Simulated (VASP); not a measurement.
# CaB15N16 (a cell with a defect) in VASP: notebook

Runs on CaB15N16 (a cell with a defect). Level: PBE. Tasks: single point.

Program: VASP 6.6.1. These are calculated values, not measurements. Logs are shortened: lines on timing, memory, paths and dates and some standing lists are left out, and cuts for length are marked.

**1. The cell of the first run**

The cell holds a defect, 32 atoms: a = 6.277 Å, b = 6.277 Å, c = 6.277 Å, α = 109.47°, β = 109.47°, γ = 109.47°.

**2. Single point, PBE**

Contents of INCAR:

```
SYSTEM = CaB15N16
PREC = Accurate
ENCUT = 520
EDIFF = 1E-6
ISMEAR = 0
SIGMA = 0.01
LREAL = Auto
LASPH = .True.
NELM = 120
ALGO = Normal
ISIF = 2
LWAVE = .False.
LCHARG = .True.
GGA = PE
LELF = .True.
LVHAR = .True.
NELECT = 134.0
NBANDS = 90
GGA_COMPAT = .False.
ISYM = -1
```

Contents of KPOINTS:

```
explicit points
1
Reciprocal
  0.25000000   0.25000000   0.25000000 1
```

Contents of POSCAR:

```
CaB15N16
1.0
   -3.6241103844      3.6241103844     -3.6241103844
    3.6241103844      3.6241103844      3.6241103844
    3.6241103844     -3.6241103844     -3.6241103844
B Ca N
15 1 16
Direct
   -0.0109591975     -0.0109591975     -0.0110565295
   -0.0000973320      0.2500000000      0.7609591975
   -0.0000973320      0.5109591975      0.5000000000
   -0.0109591975      0.7389434705      0.2390408025
    0.2500000000     -0.0000973320      0.7609591975
    0.2500000000      0.5109591975      0.2499026680
    0.2500000000      0.7500000000      0.0000000000
    0.5109591975     -0.0000973320      0.5000000000
    0.5109591975      0.2500000000      0.2499026680
    0.5000973320      0.5000973320      0.0110565295
    0.5000973320      0.7610565295      0.7500973320
    0.7389434705     -0.0109591975      0.2390408025
    0.7500000000      0.2500000000      0.0000000000
    0.7610565295      0.5000973320      0.7500973320
    0.7500000000      0.7500000000      0.5000000000
    0.2500000000      0.2500000000      0.5000000000
   -0.0661907157     -0.0661907157      0.1838092843
   -0.0039450934      0.2500000000      0.0074016238
    0.0113467172      0.5039450934      0.7539450934
   -0.0039450934      0.7574016238      0.5000000000
    0.2500000000     -0.0039450934      0.0074016238
    0.2500000000      0.2500000000      0.8161907157
    0.2500000000      0.5661907157      0.5000000000
    0.2500000000      0.7574016238      0.2460549066
    0.5039450934      0.0113467172      0.7539450934
    0.5661907157      0.2500000000      0.5000000000
    0.5039450934      0.5039450934      0.2613467172
    0.4886532828      0.7425983762     -0.0074016238
    0.7574016238     -0.0039450934      0.5000000000
    0.7574016238      0.2500000000      0.2460549066
    0.7425983762      0.4886532828     -0.0074016238
    0.7425983762      0.7425983762      0.7386532828
```

Potentials or basis: VASP PAW PBE potentials, release 64 (B, Ca_sv, N).

Started as:

```
> cat potpaw_PBE.64/B/POTCAR potpaw_PBE.64/Ca_sv/POTCAR potpaw_PBE.64/N/POTCAR > POTCAR
> mpirun -np 1 vasp_std > vasp.out
```

OUTCAR:

```text
SYSTEM = CaB15N16
   PREC = Accurate
   ENCUT = 520
   EDIFF = 1E-6
   ISMEAR = 0
   LREAL = Auto
   LASPH = .True.
   NELM = 120
   ISIF = 2
   GGA = PE
   NELECT = 134.0
   ISYM = -1

 ion  position               nearest neighbor table
   1  0.989  0.989  0.989-  17 1.49  32 1.56  21 1.59  18 1.59  16 2.62
   2  1.000  0.250  0.761-  22 1.49  18 1.56  19 1.59  29 1.59  16 2.62
   3  1.000  0.511  0.500-  23 1.49  20 1.56  19 1.59  30 1.59  16 2.62
   4  0.989  0.739  0.239-  17 1.49  31 1.56  24 1.59  20 1.59  16 2.62
   5  0.250  1.000  0.761-  22 1.49  21 1.56  20 1.59  25 1.59  16 2.62
   6  0.250  0.511  0.250-  23 1.49  24 1.56  18 1.59  27 1.59  16 2.62
   7  0.250  0.750  0.000-  19 1.53  21 1.53  24 1.53  28 1.53
   8  0.511  1.000  0.500-  26 1.49  29 1.56  24 1.59  25 1.59  16 2.62
   9  0.511  0.250  0.250-  26 1.49  30 1.56  27 1.59  21 1.59  16 2.62
  10  0.500  0.500  0.011-  22 1.49  27 1.56  28 1.59  31 1.59  16 2.62
  11  0.500  0.761  0.750-  23 1.49  25 1.56  28 1.59  32 1.59  16 2.62
  12  0.739  0.989  0.239-  17 1.49  28 1.56  29 1.59  30 1.59  16 2.62
  13  0.750  0.250  0.000-  18 1.53  25 1.53  30 1.53  31 1.53
  14  0.761  0.500  0.750-  26 1.49  19 1.56  31 1.59  32 1.59  16 2.62
  15  0.750  0.750  0.500-  20 1.53  27 1.53  29 1.53  32 1.53
  16  0.250  0.250  0.500-  17 1.98  22 1.98  23 1.98  26 1.98  10 2.62   1 2.62  12 2.62   8 2.62
                             9 2.62  11 2.62  14 2.62   2 2.62   3 2.62   5 2.62   4 2.62   6 2.62
  17  0.934  0.934  0.184-   1 1.49   4 1.49  12 1.49  16 1.98
  18  0.996  0.250  0.007-  13 1.53   2 1.56   6 1.59   1 1.59
  19  0.011  0.504  0.754-   7 1.53  14 1.56   2 1.59   3 1.59
  20  0.996  0.757  0.500-  15 1.53   3 1.56   5 1.59   4 1.59
  21  0.250  0.996  0.007-   7 1.53   5 1.56   1 1.59   9 1.59
  22  0.250  0.250  0.816-   2 1.49   5 1.49  10 1.49  16 1.98
[... 8 lines left out ...]
  31  0.743  0.489  0.993-  13 1.53   4 1.56  10 1.59  14 1.59
  32  0.743  0.743  0.739-  15 1.53   1 1.56  14 1.59  11 1.59

IMPORTANT INFORMATION: All symmetrisations will be switched off!
NOSYMM: (Re-)initialisation of all symmetry stuff for point group C_1.

----------------------------------------------------------------------------------------

                                     Primitive cell

  volume of cell :     190.3988

  direct lattice vectors                    reciprocal lattice vectors
    -3.624110384  3.624110384 -3.624110384     0.000000000  0.137964893 -0.137964893
     3.624110384  3.624110384  3.624110384     0.137964893  0.137964893  0.000000000
     3.624110384 -3.624110384 -3.624110384     0.137964893  0.000000000 -0.137964893

  length of vectors
     6.277143318  6.277143318  6.277143318     0.195111822  0.195111822  0.195111822

  position of ions in fractional coordinates (direct lattice)
     0.989040802  0.989040802  0.988943470
     0.999902668  0.250000000  0.760959198
     0.999902668  0.510959198  0.500000000
     0.989040802  0.738943470  0.239040802
     0.250000000  0.999902668  0.760959198
     0.250000000  0.510959198  0.249902668
[... 24 lines left out ...]
     0.742598376  0.488653283  0.992598376
     0.742598376  0.742598376  0.738653283

  ion indices of the primitive-cell ions
   primitive index   ion index
                 1           1
                 2           2
                 3           3
                 4           4
                 5           5
                 6           6
[... 24 lines left out ...]
                31          31
                32          32

----------------------------------------------------------------------------------------

 KPOINTS: explicit points

Read explicit list of k-points.

 Found      1 k-points:

 Following reciprocal coordinates:
            Coordinates               Weight
  0.250000  0.250000  0.250000      1.000000
   k-points           NKPTS =      1   k-points in BZ     NKDIM =      1   number of bands    NBANDS=     90
   number of dos      NEDOS =    301   number of ions     NIONS =     32
[... 26 lines left out ...]
   PSTRESS=    0.0 pullay stress
   NELECT =     134.0000    total number of electrons
   NUPDOWN=      -1.0000    fix difference up-down
   EMIN   =  10.00;   EMAX   =-10.00  energy-range for DOS
   EFERMI =   0.00;   METHOD = LEGACY
   ISMEAR =     0;   SIGMA  =   0.01  broadening in eV -4-tet -1-fermi 0-gaus
   EFERMI_NEDOS =   21; number of points for ismear=-14 and -15
   IALGO  =     38    algorithm
   IMIX   =      4    mixing-type and parameters
     AMIX     =   0.40;   BMIX     =  1.00
     AMIX_MAG =   1.60;   BMIX_MAG =  1.00
  volume/ion in A,a.u.               =       5.95        40.15
  Fermi-wavevector in a.u.,A,eV,Ry     =   1.456202  2.751823 28.851492  2.120525
  Thomas-Fermi vector in A             =   2.573148
   LORBIT       =      0    0 simple, 1 ext, 2 COOP (PROOUT), +10 PAW based schemes
   GGA     = PE    functional components
   LHFCALC =     F    Hartree Fock is set to
   AEXX    =    0.0000 exact exchange contribution
   IVDW    =     0    specifies the selected vdW correction
   LEPSILON=     F    determine dielectric tensor
   LRPA    =     F    only Hartree local field effects (RPA)
 non-spin polarized calculation
 Gauss-broadening in eV      SIGMA  =   0.01
  energy-cutoff  :      520.00
  volume of cell :      190.40
 maximum number of plane-waves:      5072
 NGX is ok and might be reduce to    48
   NGX = 23   NGY = 23   NGZ = 23

 number of electron     133.9999998 magnetization

 Free energy of the ion-electron system (eV)
  ---------------------------------------------------
  ext. energy  EPLUGINS =         0.00000000
  ---------------------------------------------------
  free energy    TOTEN  =      -270.22344846 eV

  energy without entropy =     -270.20802286  energy(sigma->0) =     -270.21573566

 E-fermi :   7.8363     XC(G=0): -12.8932

 val. band max:        7.8333048751   @ k =   0.2500   0.2500   0.2500
 cond. band min:      13.9118919303   @ k =   0.2500   0.2500   0.2500
 fundamental gap:      6.0785870552
 Fermi energy:         7.8362673249

 k-point     1 :       0.2500    0.2500    0.2500
  band No.  band energies     occupation
      1     -29.8573      2.00000
      2     -12.4042      2.00000
      3     -12.4039      2.00000
      4     -12.4039      2.00000
      5     -10.8156      2.00000
      6     -10.8154      2.00000
[... 71 lines left out ...]
     78      15.2245      0.00000
     79      15.2245      0.00000
 [bands above 79 left out]

------------------------ aborting loop because EDIFF is reached ----------------------------------------

  FORCE on cell =-STRESS in cart. coord.  units (eV):
  Direction    XX          YY          ZZ          XY          YZ          ZX
  --------------------------------------------------------------------------------------
  -------------------------------------------------------------------------------------
  Total       25.1135600     25.1135547     25.1120650     -0.0010416     -0.0058797      0.0196341
  in kB      211.3268216    211.3267769    211.3142408     -0.0087650     -0.0494769      0.1652182
  external PRESSURE =     211.3226131 kB  Pullay stress =       0.0000000 kB

 VOLUME and BASIS-vectors are now :
 -----------------------------------------------------------------------------
  energy-cutoff  :      520.00
  volume of cell :      190.40
      direct lattice vectors                 reciprocal lattice vectors
    -3.624110384  3.624110384 -3.624110384     0.000000000  0.137964893 -0.137964893
     3.624110384  3.624110384  3.624110384     0.137964893  0.137964893  0.000000000
     3.624110384 -3.624110384 -3.624110384     0.137964893  0.000000000 -0.137964893

 POSITION                                       TOTAL-FORCE (eV/Angst)
 -----------------------------------------------------------------------------------
      3.58404      3.58475     -3.58404         0.002388      0.014652     -0.002044
      0.04007      1.77199     -5.47553        -0.002247      0.001974      0.007711
      0.04007      3.66347     -3.58404        -0.001520     -0.022831     -0.001358
     -0.04007      5.39610     -1.77269         0.002077      0.001610     -0.012238
      5.47553      1.77199     -0.04007        -0.008692      0.002441      0.002593
      1.85142      1.85213      0.04007        -0.025949     -0.001756     -0.001199
[... 24 lines left out ...]
      2.67696      0.86491     -4.51761        -0.015717     -0.014736      0.028676
      2.67696      2.70556     -2.67696        -0.014664     -0.027252      0.013671
 -----------------------------------------------------------------------------------
    total drift:                                0.002203     -0.007218      0.000323

  FREE ENERGIE OF THE ION-ELECTRON SYSTEM (eV)
  ---------------------------------------------------
  free  energy   TOTEN  =      -270.2234484602 eV

  energy  without entropy=     -270.2080228566  energy(sigma->0) =     -270.21573566
```

Run time: 52 s. Hardware: 1 thread of Intel Xeon 6975P-C (Granite Rapids), shared host; peak memory 0.33 GiB.

What came out:

```yaml
Free_energy: -270.2234 eV
Largest_force: 0.082 eV/Å
```

Forces on the atoms (eV/Å):
```
B    0.002  0.015 -0.002
B   -0.002  0.002  0.008
B   -0.002 -0.023 -0.001
B    0.002  0.002 -0.012
B   -0.009  0.002  0.003
B   -0.026 -0.002 -0.001
B    0.002  0.001  0.000
B    0.001 -0.029  0.001
B    0.001 -0.001  0.031
B   -0.003  0.010  0.002
B   -0.001 -0.001 -0.025
B    0.012  0.002 -0.002
B    0.000  0.001  0.000
B    0.031 -0.001  0.001
B    0.000 -0.009  0.000
Ca   0.001 -0.003  0.000
N   -0.033 -0.037  0.037
N    0.016 -0.015 -0.027
N   -0.037  0.015 -0.013
N    0.015  0.036  0.015
N    0.028 -0.015 -0.015
N    0.031 -0.034 -0.034
N    0.044  0.040  0.046
N    0.033  0.015  0.013
N    0.014  0.015  0.033
N   -0.047  0.045 -0.051
N    0.015 -0.026 -0.014
N   -0.030 -0.015  0.015
N   -0.015  0.038 -0.014
N   -0.014  0.014 -0.035
N   -0.016 -0.015  0.029
N   -0.015 -0.027  0.014
```

Levels at points of the mesh, in eV from the Fermi level:
```tsv
k point	band 64	band 65	band 66	band 67	band 68	band 69	band 70	band 71	band 72	band 73
(0.25, 0.25, 0.25)	-1.42	-0.96	0.00	0.00	0.00	6.08	6.08	6.53	6.53	6.53
```

Caveat: the cell carries a net charge on a neutralising background, which shifts energy and pressure; the cell is charged against a uniform background, so pressure and absolute levels hang on convention.

**3. Single point, PBE, collinear spin**

Contents of INCAR:

```
SYSTEM = CaB15N16
ALGO     = Normal         ! electronic algorithm
EDIFF    = 1E-6           ! SCF threshold, eV
ENCUT    = 520            ! plane-wave cutoff, eV
GGA      = PE             ! functional
GGA_COMPAT= .False.      
ISIF     = 2              ! what is computed and relaxed
ISMEAR   = 0              ! smearing method
ISPIN    = 2              ! spin polarisation
ISYM     = -1           
LASPH    = .True.         ! aspherical terms in the spheres
LCHARG   = .False.        ! write CHGCAR
LORBIT   = 11             ! projections on sites
LREAL    = Auto         
LWAVE    = .False.        ! write WAVECAR
MAGMOM   = 0 0 0 0 0 0 0 0 0 0 0 0 0 0 0 0.06 0.1 0.02 0.02 0.02 0.02 0.1 0.1 0.02 0.02 0.1 0.02 0.02 0.02 0.02 0.02 0.02 ! initial moments
NBANDS   = 94             ! bands
NELM     = 200            ! most SCF steps
NUPDOWN  = 1.0            ! fixed moment
PREC     = Accurate       ! precision mode
SIGMA    = 0.01           ! smearing width, eV
```

KPOINTS is that of step 2.

Contents of POSCAR:

```
CaB15N16
1.0
   -3.6241103800      3.6241103800     -3.6241103800
    3.6241103800      3.6241103800      3.6241103800
    3.6241103800     -3.6241103800     -3.6241103800
B Ca N
15 1 16
Direct
   -0.0123370361     -0.0123370361     -0.0107583723
    0.0015786638      0.2500000000      0.7623370361
    0.0015786638      0.5123370361      0.5000000000
   -0.0123370361      0.7392416277      0.2376629639
    0.2500000000      0.0015786638      0.7623370361
    0.2500000000      0.5123370361      0.2515786638
    0.2500000000      0.7500000000      0.0000000000
    0.5123370361      0.0015786638      0.5000000000
    0.5123370361      0.2500000000      0.2515786638
    0.4984213362      0.4984213362      0.0107583723
    0.4984213362      0.7607583723      0.7484213362
    0.7392416277     -0.0123370361      0.2376629639
    0.7500000000      0.2500000000      0.0000000000
    0.7607583723      0.4984213362      0.7484213362
    0.7500000000      0.7500000000      0.5000000000
    0.2500000000      0.2500000000      0.5000000000
   -0.0640479928     -0.0640479928      0.1859520072
   -0.0046732555      0.2500000000      0.0069971542
    0.0116704098      0.5046732555      0.7546732555
   -0.0046732555      0.7569971542      0.5000000000
    0.2500000000     -0.0046732555      0.0069971542
    0.2500000000      0.2500000000      0.8140479928
    0.2500000000      0.5640479928      0.5000000000
    0.2500000000      0.7569971542      0.2453267445
    0.5046732555      0.0116704098      0.7546732555
    0.5640479928      0.2500000000      0.5000000000
    0.5046732555      0.5046732555      0.2616704098
    0.4883295902      0.7430028458     -0.0069971542
    0.7569971542     -0.0046732555      0.5000000000
    0.7569971542      0.2500000000      0.2453267445
    0.7430028458      0.4883295902     -0.0069971542
    0.7430028458      0.7430028458      0.7383295902
```

Potentials or basis: VASP PAW PBE potentials, release 64 (B, Ca_sv, N).

Started as:

```
> cat potpaw_PBE.64/B/POTCAR potpaw_PBE.64/Ca_sv/POTCAR potpaw_PBE.64/N/POTCAR > POTCAR
> mpirun -np 1 vasp_std > vasp.out
```

Run time: 1.8 min. Hardware: 1 thread of Intel Xeon 6975P-C (Granite Rapids), shared host; peak memory 0.41 GiB.

It converged, with:

* Free energy: -262.3840 eV
* Pressure: 32.2 GPa
* Largest force: 0.088 eV/Å
* Net moment: 1.00 μB per cell
* Site moments: B -0.00, +0.01 (each value once); Ca +0.10; N +0.12, +0.02 (each value once) μB
* Valence electrons inside the program's atomic spheres: B 2.08, 2.18 (each value once); Ca 8.94; N 4.10, 3.98 (each value once)

Forces in eV/Å, atoms in the order of the input:
```
B   -0.005  0.025  0.005
B    0.005 -0.005  0.030
B    0.005 -0.028  0.005
B   -0.005 -0.005 -0.025
B   -0.029 -0.005 -0.005
B   -0.027  0.005  0.005
B   -0.002  0.000  0.000
B   -0.005 -0.022 -0.004
B   -0.004  0.004  0.022
B    0.005  0.029 -0.005
B    0.005  0.005 -0.028
B    0.026 -0.005  0.005
B    0.000  0.000  0.000
B    0.023  0.004 -0.004
B    0.000  0.001  0.000
Ca  -0.001  0.000  0.000
N   -0.048 -0.049  0.048
N   -0.004  0.004 -0.014
N   -0.011 -0.004  0.003
N   -0.004  0.013 -0.004
N    0.015  0.004  0.004
N    0.049 -0.051 -0.051
N    0.048  0.051  0.050
N    0.014 -0.004 -0.003
N   -0.003 -0.004  0.014
N   -0.046  0.047 -0.046
N   -0.004 -0.014  0.004
N   -0.012  0.004 -0.004
N    0.004  0.011  0.004
N    0.003 -0.004 -0.012
N    0.003  0.004  0.013
N    0.004 -0.013 -0.004
```

Caveat: the total moment is fixed, so each spin has its own Fermi level.

**4. Single point, PBE, collinear spin**

Contents of INCAR:

```
SYSTEM = CaB15N16
PREC = Accurate
ENCUT = 520
EDIFF = 1E-6
ISMEAR = 0
SIGMA = 0.01
LREAL = Auto
LASPH = .TRUE.
NELM = 200
ALGO = Normal
ISIF = 2
LWAVE = .FALSE.
LCHARG = .FALSE.
ISPIN = 2
MAGMOM = 0 0 0 0 0 0 0.01 0 0 0 0 0 0.01 0 0.01 0.11 0.2 0.04 0.04 0.04 0.04 0.2 0.2 0.04 0.04 0.2 0.04 0.04 0.04 0.04 0.04 0.04
LORBIT = 11
NUPDOWN = 2.0
GGA = PE
NELECT = 134.0
NBANDS = 94
GGA_COMPAT = .FALSE.
ISYM = -1
```

KPOINTS is that of step 3.

Contents of POSCAR:

```
CaB15N16
1.0
   -3.6241103800      3.6241103800     -3.6241103800
    3.6241103800      3.6241103800      3.6241103800
    3.6241103800     -3.6241103800     -3.6241103800
B Ca N
15 1 16
Direct
   -0.0109349903     -0.0109349903     -0.0113363953
   -0.0004014051      0.2500000000      0.7609349903
   -0.0004014051      0.5109349903      0.5000000000
   -0.0109349903      0.7386636047      0.2390650097
    0.2500000000     -0.0004014051      0.7609349903
    0.2500000000      0.5109349903      0.2495985949
    0.2500000000      0.7500000000      0.0000000000
    0.5109349903     -0.0004014051      0.5000000000
    0.5109349903      0.2500000000      0.2495985949
    0.5004014051      0.5004014051      0.0113363953
    0.5004014051      0.7613363953      0.7504014051
    0.7386636047     -0.0109349903      0.2390650097
    0.7500000000      0.2500000000      0.0000000000
    0.7613363953      0.5004014051      0.7504014051
    0.7500000000      0.7500000000      0.5000000000
    0.2500000000      0.2500000000      0.5000000000
   -0.0660983574     -0.0660983574      0.1839016426
   -0.0039266830      0.2500000000      0.0072274933
    0.0111541763      0.5039266830      0.7539266830
   -0.0039266830      0.7572274933      0.5000000000
    0.2500000000     -0.0039266830      0.0072274933
    0.2500000000      0.2500000000      0.8160983574
    0.2500000000      0.5660983574      0.5000000000
    0.2500000000      0.7572274933      0.2460733170
    0.5039266830      0.0111541763      0.7539266830
    0.5660983574      0.2500000000      0.5000000000
    0.5039266830      0.5039266830      0.2611541763
    0.4888458237      0.7427725067     -0.0072274933
    0.7572274933     -0.0039266830      0.5000000000
    0.7572274933      0.2500000000      0.2460733170
    0.7427725067      0.4888458237     -0.0072274933
    0.7427725067      0.7427725067      0.7388458237
```

Started as:

```
> cat potpaw_PBE.64/B/POTCAR potpaw_PBE.64/Ca_sv/POTCAR potpaw_PBE.64/N/POTCAR > POTCAR
> mpirun -np 1 vasp_std > vasp.out
```

It took 2.1 min on 1 thread of Intel Xeon 6975P-C (Granite Rapids), shared host; peak memory 0.41 GiB.

It converged, with:

```yaml
Free_energy: -270.5011 eV
Largest_force: 0.076 eV/Å
Net_moment: 2.00 μB per cell
Site_moments: B -0.01, +0.01 (each value once); Ca +0.20; N +0.23, +0.04 (each value once) μB
Valence_electrons_inside_the_program's_atomic_spheres: B 2.06, 2.14 (each value once); Ca 8.82; N 4.04, 3.96 (each value once)
```

Forces on the atoms (eV/Å):
```
B    0.002  0.019 -0.002
B   -0.002  0.002  0.022
B   -0.001 -0.025 -0.001
B    0.002  0.002 -0.019
B   -0.020  0.002  0.002
B   -0.025 -0.001 -0.002
B   -0.002  0.000  0.000
B    0.002 -0.015  0.002
B    0.002 -0.002  0.016
B   -0.001  0.021  0.001
B   -0.002 -0.001 -0.025
B    0.020  0.002 -0.002
B    0.000  0.000 -0.002
B    0.016 -0.002  0.003
B    0.000  0.000  0.000
Ca  -0.001  0.000 -0.001
N   -0.040 -0.042  0.038
N    0.015 -0.014 -0.031
N   -0.029  0.014 -0.015
N    0.014  0.032  0.014
N    0.032 -0.014 -0.015
N    0.039 -0.043 -0.041
N    0.042  0.046  0.043
N    0.033  0.014  0.015
N    0.015  0.014  0.033
N   -0.037  0.039 -0.037
N    0.014 -0.031 -0.014
N   -0.030 -0.014  0.015
N   -0.014  0.029 -0.015
N   -0.015  0.015 -0.029
N   -0.015 -0.015  0.031
N   -0.014 -0.030  0.014
```

Caveat: the cell carries a net charge on a neutralising background, which shifts energy and pressure; the cell is charged against a uniform background, so pressure and absolute levels hang on convention; the total moment is fixed, so each spin has its own Fermi level.
